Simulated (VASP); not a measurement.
# C (P6/mmm) in VASP: relaxation of cell and atoms with r2SCAN

Aim: the relaxation of cell and atoms of C with r2SCAN.

Program: VASP 6.6.1. These are calculated values, not measurements. Logs are shortened: lines on timing, memory, paths and dates and some standing lists are left out, and cuts for length are marked.

## (1) The cell of the first run

It takes space group P6/mmm (No. 191, hexagonal). The conventional cell has a = 5.628 Å, b = 5.628 Å, c = 1.278 Å, α = 90.00°, β = 90.00°, γ = 120.00°. C (site symmetry 6/mmm) has 2 C at 1.28 Å within 1.7 Å. Within 1.7 Å of C (site symmetry -6m2) lie 2 C at 1.28 Å.

## (2) Relaxation of cell and atoms, r2SCAN

Contents of POSCAR:

```
C
1.0
    5.6283333766      0.0000000000      0.0000000000
   -2.8141666883      4.8742796851      0.0000000000
    0.0000000000      0.0000000000      1.2783305284
C
3
Direct
    0.0000000000      0.0000000000      0.0000000000
    0.3333333333      0.6666666667      0.5000000000
    0.6666666667      0.3333333333      0.5000000000
```

Contents of INCAR.step1:

```
ALGO = Normal ; EDIFF = 1E-4
ENCUT = 600 ; GGA = PE
ISMEAR = 0 ; LASPH = True
LCHARG = False ; LREAL = False
LWAVE = True ; NELM = 60
PREC = Accurate ; SIGMA = 0.1
```

Contents of INCAR.step2:

```
ALGO = Normal ; EDIFF = 1E-6
EDIFFG = -0.01 ; ENCUT = 600
IBRION = 2 ; ISIF = 3
ISMEAR = 0 ; ISTART = 1
LASPH = True ; LCHARG = False
LMIXTAU = True ; LREAL = False
LWAVE = False ; METAGGA = R2SCAN
NELM = 60 ; NSW = 100
PREC = Accurate ; SIGMA = 0.1
```

Contents of KPOINTS:

```
k-points
0
Gamma
  9 9 34
```

Potentials or basis: VASP PAW PBE potentials, release 64 (C).

The run is started by

```
cat potpaw_PBE.64/C/POTCAR > POTCAR
cp INCAR.step1 INCAR
mpirun -np 1 vasp_std > vasp.out
cp INCAR.step2 INCAR
mpirun -np 1 vasp_std > vasp.out
```

OUTCAR:

```text
EDIFF = 1E-6
   EDIFFG = -0.01
   ENCUT = 600
   IBRION = 2
   ISIF = 3
   ISMEAR = 0
   ISTART = 1
   LASPH = True
   LREAL = False
   METAGGA = R2SCAN
   NELM = 60
   NSW = 100
   PREC = Accurate

 ion  position               nearest neighbor table
   1  0.000  0.000  0.000-
   2  0.333  0.667  0.500-
   3  0.667  0.333  0.500-

  LATTYP: Found a hexagonal cell.
 ALAT       =     5.6283333766
 C/A-ratio  =     0.2271241668

  Lattice vectors:

 A1 = (   5.6283333766,   0.0000000000,   0.0000000000)
 A2 = (  -2.8141666883,   4.8742796851,   0.0000000000)
 A3 = (   0.0000000000,   0.0000000000,   1.2783305284)

Analysis of symmetry for initial positions (statically):
=====================================================================
 Subroutine PRICEL returns:
 Original cell was already a primitive cell.

 Routine SETGRP: Setting up the symmetry group for a
 hexagonal supercell.

 Subroutine GETGRP returns: Found 24 space group operations
 (whereof 24 operations were pure point group operations)
 out of a pool of 24 trial point group operations.

The static configuration has the point symmetry D_6h.

Analysis of symmetry for dynamics (positions and initial velocities):
=====================================================================
 Subroutine PRICEL returns:
 Original cell was already a primitive cell.

 Routine SETGRP: Setting up the symmetry group for a
 hexagonal supercell.

 Subroutine GETGRP returns: Found 24 space group operations
 (whereof 24 operations were pure point group operations)
 out of a pool of 24 trial point group operations.

The dynamic configuration has the point symmetry D_6h.

 Subroutine INISYM returns: Found 24 space group operations
 (whereof 24 operations are pure point group operations),
 and found     1 'primitive' translations

----------------------------------------------------------------------------------------

                                     Primitive cell

  volume of cell :      35.0698

  direct lattice vectors                    reciprocal lattice vectors
     5.628333377  0.000000000  0.000000000     0.177672489  0.102579259  0.000000000
    -2.814166688  4.874279685  0.000000000     0.000000000  0.205158519  0.000000000
     0.000000000  0.000000000  1.278330528     0.000000000  0.000000000  0.782270295

  length of vectors
     5.628333377  5.628333377  1.278330528     0.205158519  0.205158519  0.782270295

  position of ions in fractional coordinates (direct lattice)
     0.000000000  0.000000000  0.000000000
     0.333333333  0.666666667  0.500000000
     0.666666667  0.333333333  0.500000000

  ion indices of the primitive-cell ions
   primitive index   ion index
                 1           1
                 2           2
                 3           3

----------------------------------------------------------------------------------------

 KPOINTS: k-points

Automatic generation of k-mesh.
 Grid dimensions read from file:
 generate k-points for:    9    9   34

 Generating k-lattice:

  Cartesian coordinates                     Fractional coordinates (reciprocal lattice)
     0.019741388  0.011397695  0.000000000     0.111111111  0.000000000  0.000000000
     0.000000000  0.022795391  0.000000000     0.000000000  0.111111111  0.000000000
     0.000000000  0.000000000  0.023007950     0.000000000  0.000000000  0.029411765

  Length of vectors
     0.022795391  0.022795391  0.023007950

  Shift w.r.t. Gamma in fractional coordinates (k-lattice)
     0.000000000  0.000000000  0.000000000

 Subroutine IBZKPT returns following result:
 ===========================================

 Found    216 irreducible k-points:

 Following reciprocal coordinates:
            Coordinates               Weight
  0.000000  0.000000  0.000000      1.000000
  0.111111  0.000000  0.000000      6.000000
  0.222222 -0.000000  0.000000      6.000000
  0.333333 -0.000000  0.000000      6.000000
  0.444444 -0.000000  0.000000      6.000000
  0.111111  0.111111  0.000000      6.000000
[... 16 lines left out ...]
  0.333333  0.222222  0.029412     24.000000
  0.333333  0.333333  0.029412      4.000000
 [... further k-points ...]
   k-points           NKPTS =    216   k-points in BZ     NKDIM =    216   number of bands    NBANDS=     10
   number of dos      NEDOS =    301   number of ions     NIONS =      3
   total plane-waves  NPLWV =  23040
   dimension x,y,z NGX =    48 NGY =   48 NGZ =   10
   dimension x,y,z NGXF=    96 NGYF=   96 NGZF=   20
   ions per type =               3
   NGX,Y,Z   is equivalent  to a cutoff of  14.18, 14.18, 13.00 a.u.
   NGXF,Y,Z  is equivalent  to a cutoff of  28.36, 28.36, 26.01 a.u.
 SYSTEM =  unknown system
   PREC   = accura    normal or accurate (medium, high low for compatibility)
   ISTART =      1    job   : 0-new  1-cont  2-samecut
   ICHARG =      0    charge: 1-file 2-atom 10-const
   ISPIN  =      1    spin polarized calculation?
   LNONCOLLINEAR =      F non collinear calculations
   LSORBIT =      F    spin-orbit coupling
   LASPH  =      T    aspherical Exc in radial PAW
   ENCUT  =  600.0 eV  44.10 Ry    6.64 a.u.  11.24 11.24  2.55*2*pi/ulx,y,z
   NELM   =     60;   NELMIN=  2; NELMDL=  0     # of ELM steps
   EDIFF  = 0.1E-05   stopping-criterion for ELM
   LREAL  =      F    real-space projection
   EDIFFG = -.1E-01   stopping-criterion for IOM
   NSW    =    100    number of steps for IOM
   IBRION =      2    ionic relax: 0-MD 1-quasi-New 2-CG
   NFREE  =      1    steps in history (QN), initial steepest desc. (CG)
   ISIF   =      3    stress and relaxation
   ISYM   =      2    0-nonsym 1-usesym 2-fastsym
   POTIM  = 0.5000    time-step for ionic-motion
   TEBEG  =    0.0;   TEEND  =   0.0 temperature during run
   PSTRESS=    0.0 pullay stress
   NELECT =      12.0000    total number of electrons
   NUPDOWN=      -1.0000    fix difference up-down
   EMIN   =  10.00;   EMAX   =-10.00  energy-range for DOS
   EFERMI =   0.00;   METHOD = LEGACY
   ISMEAR =     0;   SIGMA  =   0.10  broadening in eV -4-tet -1-fermi 0-gaus
   EFERMI_NEDOS =   21; number of points for ismear=-14 and -15
   IALGO  =     38    algorithm
   IMIX   =      4    mixing-type and parameters
     AMIX     =   0.40;   BMIX     =  1.00
     AMIX_MAG =   1.60;   BMIX_MAG =  1.00
  volume/ion in A,a.u.               =      11.69        78.89
  Fermi-wavevector in a.u.,A,eV,Ry     =   1.145049  2.163829 17.839108  1.311137
  Thomas-Fermi vector in A             =   2.281739
   LORBIT       =      0    0 simple, 1 ext, 2 COOP (PROOUT), +10 PAW based schemes
   METAGGA = R2SCAN    functional components
   LHFCALC =     F    Hartree Fock is set to
   AEXX    =    0.0000 exact exchange contribution
   IVDW    =     0    specifies the selected vdW correction
   LEPSILON=     F    determine dielectric tensor
   LRPA    =     F    only Hartree local field effects (RPA)
 conjugate gradient relaxation of ions
 non-spin polarized calculation
 Gauss-broadening in eV      SIGMA  =   0.10
  energy-cutoff  :      600.00
  volume of cell :       35.07
 maximum number of plane-waves:      1207
 NGX is ok and might be reduce to    48
   NGX = 23   NGY = 23   NGZ =  5

--------------------------------------- Ionic step        1  -------------------------------------------

 number of electron      11.9999998 magnetization

 Free energy of the ion-electron system (eV)
  ---------------------------------------------------
  ext. energy  EPLUGINS =         0.00000000
  ---------------------------------------------------
  free energy    TOTEN  =       -26.66496982 eV

  energy without entropy =      -26.66249195  energy(sigma->0) =      -26.66373089

------------------------ aborting loop because EDIFF is reached ----------------------------------------

  FORCE on cell =-STRESS in cart. coord.  units (eV):
  Direction    XX          YY          ZZ          XY          YZ          ZX
  --------------------------------------------------------------------------------------
  -------------------------------------------------------------------------------------
  Total        0.6383011      0.6383011     -1.1245170     -0.0000000      0.0000000      0.0000000
  in kB       29.1610235     29.1610235    -51.3739793     -0.0000000      0.0000000      0.0000000
  external PRESSURE =       2.3160226 kB  Pullay stress =       0.0000000 kB
[... 92 lines left out ...]
  FREE ENERGIE OF THE ION-ELECTRON SYSTEM (eV)
  ---------------------------------------------------
  free  energy   TOTEN  =       -26.6692240864 eV

  energy  without entropy=      -26.6664313866  energy(sigma->0) =      -26.66782774

 E-fermi :   0.0306     XC(G=0):  -8.4205

 val. band max:        0.0301969741   @ k =   0.0000   0.0000   0.2353
 cond. band min:       0.0349077993   @ k =   0.4444  -0.0000   0.2647
 fundamental gap:      0.0047108251
 Fermi energy:         0.0305966227

 k-point     1 :       0.0000    0.0000    0.0000
  band No.  band energies     occupation
      1     -17.5586      2.00000
      2     -17.2576      2.00000
      3     -17.2575      2.00000
      4      -5.9201      2.00000
      5      -5.9201      2.00000
      6      -5.9200      2.00000
      7      -5.9200      2.00000
      8      -4.9385      2.00000
      9      -4.9385      2.00000
     10       4.9691      0.00000
[... 287 lines left out ...]
 k-point    24 :       0.3333    0.3333    0.0294
  band No.  band energies     occupation
      1     -17.3128      2.00000
      2     -17.3128      2.00000
      3     -17.3128      2.00000
      4      -5.9364      2.00000
      5      -5.9364      2.00000
      6      -5.9363      2.00000
      7      -5.0825      2.00000
      8      -5.0825      2.00000
      9      -5.0825      2.00000
     10       7.2226      0.00000

 [... further k-points ...]

[... ionic steps 4 to 10 ...]

--------------------------------------- Ionic step       11  -------------------------------------------

 number of electron      12.0000000 magnetization

------------------------ aborting loop because EDIFF is reached ----------------------------------------

  FORCE on cell =-STRESS in cart. coord.  units (eV):
  Direction    XX          YY          ZZ          XY          YZ          ZX
  --------------------------------------------------------------------------------------
  -------------------------------------------------------------------------------------
  Total        0.0161506      0.0161506      0.1553630      0.0000000      0.0000000      0.0000000
  in kB        0.5531903      0.5531903      5.3215082      0.0000000      0.0000000      0.0000000
  external PRESSURE =       2.1426296 kB  Pullay stress =       0.0000000 kB
[... 59 lines left out ...]
  energy  without entropy=      -26.7367500690  energy(sigma->0) =      -26.73704943

--------------------------------------- Ionic step       13  -------------------------------------------

 number of electron      12.0000000 magnetization

 Free energy of the ion-electron system (eV)
  ---------------------------------------------------
  ext. energy  EPLUGINS =         0.00000000
  ---------------------------------------------------
  free energy    TOTEN  =       -26.73735965 eV

  energy without entropy =      -26.73675422  energy(sigma->0) =      -26.73705693

 E-fermi :  -0.1554     XC(G=0):  -8.1979

 val. band max:       -0.2480709646   @ k =   0.0000   0.0000   0.2353
 cond. band min:      -0.0594103442   @ k =   0.4444  -0.0000   0.2647
 fundamental gap:      0.1886606204
 Fermi energy:        -0.1553572166

 k-point     1 :       0.0000    0.0000    0.0000
  band No.  band energies     occupation
      1     -17.7859      2.00000
      2     -17.5379      2.00000
      3     -17.5378      2.00000
      4      -6.1450      2.00000
      5      -6.1450      2.00000
      6      -6.1450      2.00000
      7      -6.1450      2.00000
      8      -5.2905      2.00000
      9      -5.2905      2.00000
     10       4.5934      0.00000
[... 287 lines left out ...]
 k-point    24 :       0.3333    0.3333    0.0294
  band No.  band energies     occupation
      1     -17.5740      2.00000
      2     -17.5740      2.00000
      3     -17.5740      2.00000
      4      -6.1496      2.00000
      5      -6.1496      2.00000
      6      -6.1496      2.00000
      7      -5.4053      2.00000
      8      -5.4053      2.00000
      9      -5.4053      2.00000
     10       6.7898      0.00000

 [... further k-points ...]

------------------------ aborting loop because EDIFF is reached ----------------------------------------

  FORCE on cell =-STRESS in cart. coord.  units (eV):
  Direction    XX          YY          ZZ          XY          YZ          ZX
  --------------------------------------------------------------------------------------
  -------------------------------------------------------------------------------------
  Total        0.0171397      0.0171397     -0.0054636      0.0000000      0.0000000     -0.0000000
  in kB        0.5867752      0.5867752     -0.1870471      0.0000000      0.0000000     -0.0000000
  external PRESSURE =       0.3288344 kB  Pullay stress =       0.0000000 kB
[... 18 lines left out ...]
  FREE ENERGIE OF THE ION-ELECTRON SYSTEM (eV)
  ---------------------------------------------------
  free  energy   TOTEN  =       -26.7373596468 eV

  energy  without entropy=      -26.7367542191  energy(sigma->0) =      -26.73705693

 reached required accuracy - stopping structural energy minimisation
```

Wall time 14 min (1 thread of Intel Xeon 6975P-C (Granite Rapids), shared host); peak memory 0.23 GiB.

What came out:

- Free energy: -26.7374 eV
- Relaxed volume: 15.60 Å³/atom
- Relaxed cell: a = 6.512 Å, b = 6.512 Å, c = 1.274 Å, α = 90.00°, β = 90.00°, γ = 120.00°
- Space group after relaxing (to 0.1 Å): P6/mmm (No. 191)
- Energy gained by relaxing: 24.1 meV/atom
- Ionic steps: 13
- Pressure after relaxing: 0.0 GPa
- Band gap on the k mesh: zero (bands 6 and 7 overlap by 15.93 eV)

Stress tensor (GPa, compression positive):
```
 0.06  0.00  0.00
 0.00  0.06  0.00
 0.00  0.00 -0.02
```

The path:
| step | energy change (eV) | largest force (eV/Å) | pressure (GPa) | volume (Å³) |
| --- | --- | --- | --- | --- |
| 1 | 0.0000 | 0.0000 | 0.23 | 35.07 |
| 2 | 0.0340 | 0.0000 | 10.77 | 35.15 |
| 3 | -0.0043 | 0.0000 | 2.76 | 35.09 |
| 4 | -0.0176 | 0.0000 | 1.89 | 36.00 |
| 5 | -0.0417 | 0.0000 | -0.16 | 38.82 |
| 6 | -0.0584 | 0.0000 | -2.92 | 44.80 |
| 7 | -0.0624 | 0.0000 | -2.41 | 45.11 |
| 8 | -0.0705 | 0.0000 | -0.91 | 46.05 |
| 9 | -0.0671 | 0.0000 | 1.95 | 47.94 |
| 10 | -0.0724 | 0.0000 | 0.16 | 46.74 |
| 11 | -0.0724 | 0.0000 | 0.21 | 46.78 |
| 12 | -0.0724 | 0.0000 | 0.14 | 46.79 |
| 13 | -0.0724 | 0.0000 | 0.03 | 46.80 |

Final structure:
```cif
data_structure
_symmetry_space_group_name_H-M 'P 1'
_symmetry_Int_Tables_number 1
_cell_length_a 6.5123
_cell_length_b 6.5123
_cell_length_c 1.2742
_cell_angle_alpha 90.000
_cell_angle_beta 90.000
_cell_angle_gamma 120.000
_cell_volume 46.80
loop_
_atom_site_label
_atom_site_type_symbol
_atom_site_fract_x
_atom_site_fract_y
_atom_site_fract_z
_atom_site_occupancy
C1 C 0.00000 0.00000 0.00000 1
C2 C 0.33333 0.66667 0.50000 1
C3 C 0.66667 0.33333 0.50000 1
```

Levels at points of the mesh, in eV from the Fermi level:
| k point | band 3 | band 4 | band 5 | band 6 | band 7 | band 8 | band 9 | band 10 |
| --- | --- | --- | --- | --- | --- | --- | --- | --- |
| (0.00, 0.00, 0.00) | -17.38 | -5.99 | -5.99 | -5.99 | -5.99 | -5.14 | -5.14 | 4.75 |
| (0.00, 0.00, 0.50) | -9.59 | 9.09 | 9.23 | 9.37 | 12.17 | 12.17 | 12.27 | 12.27 |

Caveat: the volume moved by over 15 % at a fixed basis, so the end points are rough; the PAW data sets were made with another functional, which shifts forces and pressure a little.

The gap in the log of VASP goes by the Fermi energy; the results here count the filled bands.